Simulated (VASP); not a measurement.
Set up this calculation in VASP 6.6.1, as the native input.

- Task: single point
- Functional: PBEsol
- Potentials or basis: VASP PAW PBE potentials, release 64 (Be, S)
- Cutoff: 520 eV
- k mesh: 10 × 10 × 10
- Occupations: gaussian, width 0.05 eV
- Spin: no spin polarisation
- Dipole correction: no
- Further INCAR settings: ALGO = Normal; EDIFF = 1e-07; NBANDS = 11

The structure of BeS lies in POSCAR:

```
BeS
1.0
    0.0000000000      2.4978547894      2.3804963208
    2.3804963208      0.0000000000      2.3804963208
    2.3804963208      2.4978547894      0.0000000000
Be S
1 1
Direct
    0.0000000000      0.0000000000      0.0000000000
    0.7500000000      0.7500000000      0.7500000000
```

This cell differs from its parent crystal: volume 14.155 Å^3 an atom, c/a of the conventional cell 1.0493.

The input as run:

INCAR

```
SYSTEM = BeS
PREC = Accurate
ENCUT = 520
EDIFF = 1E-7
ISMEAR = 0
SIGMA = 0.05
LREAL = .FALSE.
LASPH = .TRUE.
NELM = 60
ALGO = Normal
ISIF = 2
LWAVE = .FALSE.
LCHARG = .FALSE.
GGA = PS
NBANDS = 11
```

KPOINTS

```
Automatic mesh
0
G
  10 10 10
  0 0 0
```

Potentials or basis: VASP PAW PBE potentials, release 64 (Be, S).

The run is started by

```bash
$ cat potpaw_PBE.64/Be/POTCAR potpaw_PBE.64/S/POTCAR > POTCAR
$ mpirun -np 1 vasp_std > vasp.out
```

Results of the run:

* Pressure: 0.1 GPa
* Band gap on the k mesh: 2.70 eV, indirect (least direct gap 5.51 eV)

Caveat: the PAW data sets were made with another functional, which shifts forces and pressure a little.

It took 76 s on 1 thread of AMD EPYC 7R13, on a shared host, peak memory 0.14 GiB.
